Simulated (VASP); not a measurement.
Write the native input for VASP 6.6.1 that does the following.

* Task: single point
* Functional: SVWN5
* Potentials or basis: VASP PAW PBE potentials, release 64 (Al)
* Cutoff: 520 eV
* k mesh: 11 × 11 × 11
* Occupations: fermi-dirac, width 0.05 eV
* Spin: no spin polarisation
* Dipole correction: no
* Further INCAR settings: ALGO = Normal; EDIFF = 1e-06; NBANDS = 8

The structure of Al lies in POSCAR:

```
Al
1.0
    0.0000000000      1.9924478073      1.9924478073
    1.9924478073      0.0000000000      1.9924478073
    1.9924478073      1.9924478073      0.0000000000
Al
1
Direct
    0.0000000000      0.0000000000      0.0000000000
```

The input as run:

INCAR

```
PREC = Accurate ; ENCUT = 520
EDIFF = 1E-6 ; ISMEAR = -1
SIGMA = 0.05 ; LREAL = False
LASPH = True ; NELM = 80
ALGO = Normal ; ISIF = 2
LWAVE = False ; LCHARG = True
GGA = VW ; LELF = True
LVHAR = True ; NBANDS = 8
```

KPOINTS

```
regular mesh
0
Gamma
  11 11 11
```

Potentials or basis: VASP PAW PBE potentials, release 64 (Al).

The run is started by

```console
$ cat potpaw_PBE.64/Al/POTCAR > POTCAR
$ mpirun -np 1 vasp_std > vasp.out
```

It gave:

| Item | Value |
| --- | --- |
| Pressure | 0.4 GPa |

Caveat: the PAW data sets were made with another functional, which shifts forces and pressure a little.

Wall time 5 s on 1 thread of Intel Xeon 6975P-C, with other jobs on the host, peak memory 0.12 GiB.
